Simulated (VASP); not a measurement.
# PbO (P6_3/mmc) in VASP: notebook

PbO is run at these levels: PBEsol; tasks: single point.

Everything below comes from runs of VASP 6.6.1. Logs are shortened: lines on timing, memory, paths and dates and some standing lists are left out, and cuts for length are marked.

### 1 The cell of the first run

The structure is hexagonal, space group P6_3/mmc (No. 194). Conventional cell: a = 3.566 Å, b = 3.566 Å, c = 6.470 Å, α = 90.00°, β = 90.00°, γ = 120.00°. Within 3.6 Å of Pb (site symmetry -3m) lie 6 O at 2.62 Å and 8 Pb at 3.24 to 3.57 Å. Within 3.6 Å of O (site symmetry -6m2) lie 6 Pb at 2.62 Å and 6 O at 3.57 Å.

### 2 Single point, PBEsol

INCAR

```
SYSTEM = PbO
PREC     = Accurate       ! precision mode
ENCUT    = 520            ! plane-wave cutoff, eV
EDIFF    = 1E-6           ! SCF threshold, eV
ISMEAR   = -1             ! smearing method
SIGMA    = 0.02           ! smearing width, eV
LREAL    = .FALSE.        ! projectors in reciprocal space
LASPH    = .TRUE.         ! aspherical terms in the spheres
NELM     = 80             ! most SCF steps
ALGO     = Normal         ! electronic algorithm
ISIF     = 2              ! what is computed and relaxed
LWAVE    = .FALSE.        ! write WAVECAR
LCHARG   = .TRUE.         ! write CHGCAR
GGA      = PS             ! functional
LELF     = .TRUE.         ! ELF
LVHAR    = .TRUE.       
NBANDS   = 28             ! bands
```

KPOINTS

```
regular mesh
0
G
  6 6 4
  0 0 0
```

POSCAR

```
PbO
1.0
    3.5664584724      0.0000000000      0.0000000000
   -1.7832292362      3.0886436387      0.0000000000
    0.0000000000      0.0000000000      6.4701096501
Pb O
2 2
Direct
    0.0000000000      0.0000000000      0.0000000000
    0.0000000000      0.0000000000      0.5000000000
    0.3333333333      0.6666666667      0.2500000000
    0.6666666667      0.3333333333      0.7500000000
```

Potentials or basis: VASP PAW PBE potentials, release 64 (Pb_d, O).

The run is started by

```
> cat potpaw_PBE.64/Pb_d/POTCAR potpaw_PBE.64/O/POTCAR > POTCAR
> mpirun -np 1 vasp_std > vasp.out
```

OUTCAR:

```text
SYSTEM = PbO
   PREC = Accurate
   ENCUT = 520
   EDIFF = 1E-6
   ISMEAR = -1
   LREAL = .FALSE.
   LASPH = .TRUE.
   NELM = 80
   ISIF = 2
   GGA = PS

 ion  position               nearest neighbor table
   1  0.000  0.000  0.000-   3 2.62   4 2.62   4 2.62   3 2.62   4 2.62   3 2.62   2 3.24   2 3.24

   2  0.000  0.000  0.500-   3 2.62   4 2.62   4 2.62   3 2.62   4 2.62   3 2.62   1 3.24   1 3.24

   3  0.333  0.667  0.250-   1 2.62   2 2.62   1 2.62   2 2.62   1 2.62   2 2.62
   4  0.667  0.333  0.750-   1 2.62   2 2.62   1 2.62   2 2.62   1 2.62   2 2.62

  LATTYP: Found a hexagonal cell.
 ALAT       =     3.5664584724
 C/A-ratio  =     1.8141553309

  Lattice vectors:

 A1 = (   3.5664584724,   0.0000000000,   0.0000000000)
 A2 = (  -1.7832292362,   3.0886436387,   0.0000000000)
 A3 = (   0.0000000000,   0.0000000000,   6.4701096501)

Analysis of symmetry for initial positions (statically):
=====================================================================
 Subroutine PRICEL returns:
 Original cell was already a primitive cell.

 Routine SETGRP: Setting up the symmetry group for a
 hexagonal supercell.

 Subroutine GETGRP returns: Found 24 space group operations
 (whereof 12 operations were pure point group operations)
 out of a pool of 24 trial point group operations.

The static configuration has the point symmetry D_3d.
 The point group associated with its full space group is D_6h.

Analysis of symmetry for dynamics (positions and initial velocities):
=====================================================================
 Subroutine PRICEL returns:
 Original cell was already a primitive cell.

 Routine SETGRP: Setting up the symmetry group for a
 hexagonal supercell.

 Subroutine GETGRP returns: Found 24 space group operations
 (whereof 12 operations were pure point group operations)
 out of a pool of 24 trial point group operations.

The dynamic configuration has the point symmetry D_3d.
 The point group associated with its full space group is D_6h.

 Subroutine INISYM returns: Found 24 space group operations
 (whereof 12 operations are pure point group operations),
 and found     1 'primitive' translations

----------------------------------------------------------------------------------------

                                     Primitive cell

  volume of cell :      71.2716

  direct lattice vectors                    reciprocal lattice vectors
     3.566458472  0.000000000  0.000000000     0.280390199  0.161883357  0.000000000
    -1.783229236  3.088643639  0.000000000     0.000000000  0.323766713  0.000000000
     0.000000000  0.000000000  6.470109650     0.000000000  0.000000000  0.154556886

  length of vectors
     3.566458472  3.566458472  6.470109650     0.323766713  0.323766713  0.154556886

  position of ions in fractional coordinates (direct lattice)
     0.000000000  0.000000000  0.000000000
     0.000000000  0.000000000  0.500000000
     0.333333333  0.666666667  0.250000000
     0.666666667  0.333333333  0.750000000

  ion indices of the primitive-cell ions
   primitive index   ion index
                 1           1
                 2           2
                 3           3
                 4           4

----------------------------------------------------------------------------------------

 KPOINTS: regular mesh

Automatic generation of k-mesh.
 Grid dimensions read from file:
 generate k-points for:    6    6    4

 Generating k-lattice:

  Cartesian coordinates                     Fractional coordinates (reciprocal lattice)
     0.046731700  0.026980559  0.000000000     0.166666667  0.000000000  0.000000000
     0.000000000  0.053961119  0.000000000     0.000000000  0.166666667  0.000000000
     0.000000000  0.000000000  0.038639222     0.000000000  0.000000000  0.250000000

  Length of vectors
     0.053961119  0.053961119  0.038639222

  Shift w.r.t. Gamma in fractional coordinates (k-lattice)
     0.000000000  0.000000000  0.000000000

 Subroutine IBZKPT returns following result:
 ===========================================

 Found     21 irreducible k-points:

 Following reciprocal coordinates:
            Coordinates               Weight
  0.000000  0.000000  0.000000      1.000000
  0.166667  0.000000  0.000000      6.000000
  0.333333  0.000000  0.000000      6.000000
  0.500000  0.000000  0.000000      3.000000
  0.166667  0.166667  0.000000      6.000000
  0.333333  0.166667  0.000000     12.000000
[... 13 lines left out ...]
  0.333333  0.166667  0.500000     12.000000
  0.333333  0.333333  0.500000      2.000000
   k-points           NKPTS =     21   k-points in BZ     NKDIM =     21   number of bands    NBANDS=     28
   number of dos      NEDOS =    301   number of ions     NIONS =      4
   total plane-waves  NPLWV =  37632
   dimension x,y,z NGX =    28 NGY =   28 NGZ =   48
   dimension x,y,z NGXF=    56 NGYF=   56 NGZF=   96
   ions per type =               2   2
   NGX,Y,Z   is equivalent  to a cutoff of  13.05, 13.05, 12.33 a.u.
   NGXF,Y,Z  is equivalent  to a cutoff of  26.10, 26.10, 24.67 a.u.
 SYSTEM =  PbO
   PREC   = accura    normal or accurate (medium, high low for compatibility)
   ISTART =      0    job   : 0-new  1-cont  2-samecut
   ICHARG =      2    charge: 1-file 2-atom 10-const
   ISPIN  =      1    spin polarized calculation?
   LNONCOLLINEAR =      F non collinear calculations
   LSORBIT =      F    spin-orbit coupling
   LASPH  =      T    aspherical Exc in radial PAW
   ENCUT  =  520.0 eV  38.22 Ry    6.18 a.u.   6.63  6.63 12.03*2*pi/ulx,y,z
   NELM   =     80;   NELMIN=  2; NELMDL= -5     # of ELM steps
   EDIFF  = 0.1E-05   stopping-criterion for ELM
   LREAL  =      F    real-space projection
   EDIFFG = 0.1E-04   stopping-criterion for IOM
   NSW    =      0    number of steps for IOM
   IBRION =     -1    ionic relax: 0-MD 1-quasi-New 2-CG
   NFREE  =      0    steps in history (QN), initial steepest desc. (CG)
   ISIF   =      2    stress and relaxation
   ISYM   =      2    0-nonsym 1-usesym 2-fastsym
   POTIM  = 0.5000    time-step for ionic-motion
   TEBEG  =    0.0;   TEEND  =   0.0 temperature during run
   PSTRESS=    0.0 pullay stress
   NELECT =      40.0000    total number of electrons
   NUPDOWN=      -1.0000    fix difference up-down
   EMIN   =  10.00;   EMAX   =-10.00  energy-range for DOS
   EFERMI =   0.00;   METHOD = LEGACY
   ISMEAR =    -1;   SIGMA  =   0.02  broadening in eV -4-tet -1-fermi 0-gaus
   EFERMI_NEDOS =   21; number of points for ismear=-14 and -15
   IALGO  =     38    algorithm
   IMIX   =      4    mixing-type and parameters
     AMIX     =   0.40;   BMIX     =  1.00
     AMIX_MAG =   1.60;   BMIX_MAG =  1.00
  volume/ion in A,a.u.               =      17.82       120.24
  Fermi-wavevector in a.u.,A,eV,Ry     =   1.350380  2.551848 24.810575  1.823526
  Thomas-Fermi vector in A             =   2.477889
   LORBIT       =      0    0 simple, 1 ext, 2 COOP (PROOUT), +10 PAW based schemes
   GGA     = PS    functional components
   LHFCALC =     F    Hartree Fock is set to
   AEXX    =    0.0000 exact exchange contribution
   IVDW    =     0    specifies the selected vdW correction
   LEPSILON=     F    determine dielectric tensor
   LRPA    =     F    only Hartree local field effects (RPA)
 non-spin polarized calculation
  energy-cutoff  :      520.00
  volume of cell :       71.27
 maximum number of plane-waves:      1950
 NGX is ok and might be reduce to    28
   NGX = 13   NGY = 13   NGZ = 25

 number of electron      39.9999997 magnetization

 Free energy of the ion-electron system (eV)
  ---------------------------------------------------
  ext. energy  EPLUGINS =         0.00000000
  ---------------------------------------------------
  free energy    TOTEN  =       -21.83692280 eV

  energy without entropy =      -21.83604121  energy(sigma->0) =      -21.83648200

 E-fermi :   6.3257     XC(G=0): -10.8622

 val. band max:        6.2886646361   @ k =   0.5000   0.0000   0.0000
 cond. band min:       6.5237236817   @ k =   0.3333   0.3333   0.0000
 fundamental gap:      0.2350590456
 Fermi energy:         6.3257238378

 k-point     1 :       0.0000    0.0000    0.0000
  band No.  band energies     occupation
      1     -11.2898      2.00000
      2     -10.6696      2.00000
      3     -10.3603      2.00000
      4     -10.1263      2.00000
      5     -10.1263      2.00000
      6     -10.0875      2.00000
[... 20 lines left out ...]
     27      15.8929      0.00000
     28      16.8701      0.00000

 k-point     2 :       0.1667    0.0000    0.0000
  band No.  band energies     occupation
      1     -11.1627      2.00000
      2     -10.9635      2.00000
      3     -10.3344      2.00000
      4     -10.1134      2.00000
      5     -10.1043      2.00000
      6     -10.0708      2.00000
[... 20 lines left out ...]
     27      15.0064      0.00000
     28      16.7217      0.00000

 k-point     3 :       0.3333    0.0000    0.0000
  band No.  band energies     occupation
      1     -11.3442      2.00000
      2     -10.7703      2.00000
      3     -10.3071      2.00000
      4     -10.1488      2.00000
      5     -10.1337      2.00000
      6     -10.0717      2.00000
[... 20 lines left out ...]
     27      14.6126      0.00000
     28      17.4994      0.00000

 k-point     4 :       0.5000    0.0000    0.0000
  band No.  band energies     occupation
      1     -11.4598      2.00000
      2     -10.5618      2.00000
      3     -10.3165      2.00000
      4     -10.1731      2.00000
      5     -10.1527      2.00000
      6     -10.0833      2.00000
[... 485 lines left out ...]
     27      16.3782      0.00000
     28      16.3782      0.00000

 k-point    20 :       0.3333    0.1667    0.5000
  band No.  band energies     occupation
      1     -11.1416      2.00000
      2     -11.1416      2.00000
      3     -10.1170      2.00000
      4     -10.1170      2.00000
      5     -10.0288      2.00000
      6     -10.0288      2.00000
[... 20 lines left out ...]
     27      16.1104      0.00000
     28      16.1104      0.00000

 k-point    21 :       0.3333    0.3333    0.5000
  band No.  band energies     occupation
      1     -11.1444      2.00000
      2     -11.1444      2.00000
      3     -10.0526      2.00000
      4     -10.0526      2.00000
      5     -10.0209      2.00000
      6     -10.0209      2.00000
[... 20 lines left out ...]
     27      17.3727      0.00000
     28      17.3727      0.00000

------------------------ aborting loop because EDIFF is reached ----------------------------------------

  FORCE on cell =-STRESS in cart. coord.  units (eV):
  Direction    XX          YY          ZZ          XY          YZ          ZX
  --------------------------------------------------------------------------------------
  -------------------------------------------------------------------------------------
  Total       -0.8573111     -0.8573111     -0.9979972     -0.0000000     -0.0000000      0.0000000
  in kB      -19.2722502    -19.2722502    -22.4348572     -0.0000000     -0.0000000      0.0000000
  external PRESSURE =     -20.3264525 kB  Pullay stress =       0.0000000 kB

 VOLUME and BASIS-vectors are now :
 -----------------------------------------------------------------------------
  energy-cutoff  :      520.00
  volume of cell :       71.27
      direct lattice vectors                 reciprocal lattice vectors
     3.566458472  0.000000000  0.000000000     0.280390199  0.161883357  0.000000000
    -1.783229236  3.088643639  0.000000000     0.000000000  0.323766713  0.000000000
     0.000000000  0.000000000  6.470109650     0.000000000  0.000000000  0.154556886

 POSITION                                       TOTAL-FORCE (eV/Angst)
 -----------------------------------------------------------------------------------
      0.00000      0.00000      0.00000        -0.000000      0.000000      0.000000
      0.00000      0.00000      3.23505        -0.000000      0.000000      0.000000
     -0.00000      2.05910      1.61753        -0.000000      0.000000     -0.000000
      1.78323      1.02955      4.85258         0.000000     -0.000000      0.000000
 -----------------------------------------------------------------------------------
    total drift:                                0.000000     -0.000000      0.000000

  FREE ENERGIE OF THE ION-ELECTRON SYSTEM (eV)
  ---------------------------------------------------
  free  energy   TOTEN  =       -21.8369228020 eV

  energy  without entropy=      -21.8360412062  energy(sigma->0) =      -21.83648200
```

It took 33 s on 1 thread of Intel Xeon Platinum 8488C (Sapphire Rapids), shared host; peak memory 0.19 GiB.

What came out:

* Free energy: -21.8369 eV
* Pressure: -2.0 GPa
* Band gap on the k mesh: zero (bands 20 and 21 overlap by 0.23 eV)

Stress tensor (GPa, compression positive):
```
-1.93  0.00  0.00
 0.00 -1.93  0.00
 0.00  0.00 -2.24
```

Levels at points of the mesh, in eV from the Fermi level:
| k point | band 16 | band 17 | band 18 | band 19 | band 20 | band 21 | band 22 | band 23 | band 24 | band 25 |
| --- | --- | --- | --- | --- | --- | --- | --- | --- | --- | --- |
| (0.00, 0.00, 0.00) | -2.20 | -2.20 | -1.79 | -1.79 | -0.16 | 0.55 | 6.32 | 6.32 | 7.89 | 7.89 |
| (0.50, 0.00, 0.00) | -4.49 | -3.09 | -1.90 | -1.53 | -0.44 | -0.04 | 3.04 | 3.87 | 4.92 | 6.44 |
| (0.00, 0.00, 0.50) | -1.99 | -1.99 | -1.99 | -1.81 | -1.81 | 3.58 | 3.58 | 6.94 | 6.94 | 6.94 |
| (0.50, 0.00, 0.50) | -3.47 | -2.54 | -2.54 | -2.16 | -2.16 | 2.43 | 2.43 | 4.79 | 4.79 | 5.75 |

Caveat: semilocal functionals underestimate gaps, so a narrow gap can read as zero; the PAW data sets were made with another functional, which shifts forces and pressure a little; spin-orbit coupling is left out, which moves the levels of the heavy elements.

### 3 Single point, PBEsol

INCAR

```
PREC = Accurate
ENCUT = 520
EDIFF = 1E-7
ISMEAR = 0
SIGMA = 0.2
LREAL = F
LASPH = T
NELM = 80
ALGO = Normal
ISIF = 2
LWAVE = F
LCHARG = T
GGA = PS
LELF = T
LVHAR = T
NBANDS = 28
```

KPOINTS

```
Automatic mesh
0
Gamma
  6 6 4
```

POSCAR is that of step 2.

Potentials or basis: VASP PAW PBE potentials, release 64 (Pb_d, O).

The run is started by

```
> cat potpaw_PBE.64/Pb_d/POTCAR potpaw_PBE.64/O/POTCAR > POTCAR
> mpirun -np 1 vasp_std > vasp.out
```

It took 32 s on 1 thread of Intel Xeon Platinum 8488C (Sapphire Rapids), shared host; peak memory 0.19 GiB.

It converged, with:

| Quantity | Value |
| --- | --- |
| Free energy | -21.8403 eV |
| Pressure | -2.0 GPa |
| Band gap on the k mesh | zero (bands 20 and 21 overlap by 0.24 eV) |

Stress tensor (GPa, compression positive):
```
-1.92  0.00  0.00
 0.00 -1.92  0.00
 0.00  0.00 -2.25
```

Levels at points of the mesh, in eV from the Fermi level:
```csv
k point,band 16,band 17,band 18,band 19,band 20,band 21,band 22,band 23,band 24,band 25
"(0.00, 0.00, 0.00)",-2.30,-2.30,-1.90,-1.90,-0.26,0.44,6.21,6.21,7.78,7.78
"(0.50, 0.00, 0.00)",-4.60,-3.20,-2.01,-1.64,-0.54,-0.15,2.93,3.76,4.81,6.33
"(0.00, 0.00, 0.50)",-2.10,-2.10,-2.10,-1.92,-1.92,3.47,3.47,6.83,6.83,6.83
"(0.50, 0.00, 0.50)",-3.58,-2.65,-2.65,-2.27,-2.27,2.32,2.32,4.68,4.68,5.64
```

Caveat: semilocal functionals underestimate gaps, so a narrow gap can read as zero; the PAW data sets were made with another functional, which shifts forces and pressure a little; spin-orbit coupling is left out, which moves the levels of the heavy elements.
